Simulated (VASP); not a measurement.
# Si: single point with PBE-based screened hybrid with 25 % exact exchange

Crystal: Si.

```
Si
1.0
    -0.38151    1.90030    1.97204
     1.69610    0.02694    1.56359
     1.96856    1.76430   -0.24552
Si
1
Cartesian
  0.0000 0.0000 0.0000
```

| Item | Value |
| --- | --- |
| Program | VASP 6.6.1 |
| Task | single point |
| Functional | PBE-based screened hybrid with 25 % exact exchange |
| Potentials or basis | VASP PAW PBE potentials, release 64 (Si) |
| Cutoff | 400 eV |
| k mesh | 5 × 7 × 6 |
| Occupations | fermi-dirac, width 0.05 eV |
| Spin | no spin polarisation |

- Pressure: 13.1 GPa
- Band gap on the k mesh: zero (bands 2 and 3 overlap by 8.43 eV)

Stress tensor (GPa, compression positive):
```
18.14  0.25 11.71
 0.25  3.41 -6.22
11.71 -6.22 17.65
```

Levels at points of the mesh, in eV from the Fermi level:
```
           k point  band 1  band 2  band 3  band 4  band 5  band 6
(0.00, 0.00, 0.00)  -16.26    5.97    7.09   10.69   11.36   18.50
(0.00, 0.00, 0.50)   -9.58   -8.42    9.48   10.16   14.05   14.17
```

Run time: 5.4 min on 1 thread of AMD EPYC 7R13, with other jobs on the host, peak memory 0.21 GiB.

Caveat: the k points lie up to 0.50 Å⁻¹ apart, too coarse for converged energies and pressures of a metal; the PAW data sets were made with another functional, which shifts forces and pressure a little.
